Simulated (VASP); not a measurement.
A run of VASP 6.6.1 is set up as follows.

The input INCAR:

```
PREC = Accurate
ENCUT = 600
EDIFF = 1E-7
ISMEAR = 0
SIGMA = 0.1
LREAL = F
LASPH = T
NELM = 100
ALGO = Normal
ISIF = 3
LWAVE = F
LCHARG = F
GGA = PS
IBRION = 2
NSW = 100
EDIFFG = -0.002
```

Contents of KPOINTS:

```
Automatic mesh
0
Gamma
  14 14 14
```

POSCAR

```
Pb
1.0
    0.0000000000      2.4750200000      2.4750200000
    2.4750200000      0.0000000000      2.4750200000
    2.4750200000      2.4750200000      0.0000000000
Pb
1
Direct
    0.0000000000      0.0000000000      0.0000000000
```

Potentials or basis: VASP PAW PBE potentials, release 64 (Pb_d).

Command:

```sh
$ cat potpaw_PBE.64/Pb_d/POTCAR > POTCAR
$ mpirun -np 1 vasp_std > vasp.out
```

Question: What does it give for the relaxed volume?

Answer: 30.04 Å³/atom.

Question: Estimate the relaxed cell.

Answer: a = 3.489 Å, b = 3.489 Å, c = 3.489 Å, α = 60.00°, β = 60.00°, γ = 60.00°.

Question: What does it give for the band gap on the k mesh?

Answer: Zero (band 7 reaches 14.69 eV, above the bottom of band 8 at 5.62 eV).

The path:
```csv
step,energy change (eV),largest force (eV/Å),pressure (GPa),volume (Å³)
1,0.0000,0.0000,-0.44,30.32
2,-0.0004,0.0000,0.13,29.96
3,-0.0004,0.0000,0.00,30.04
```

Caveat: the PAW data sets were made with another functional, which shifts forces and pressure a little; spin-orbit coupling is left out, which moves the levels of the heavy elements.
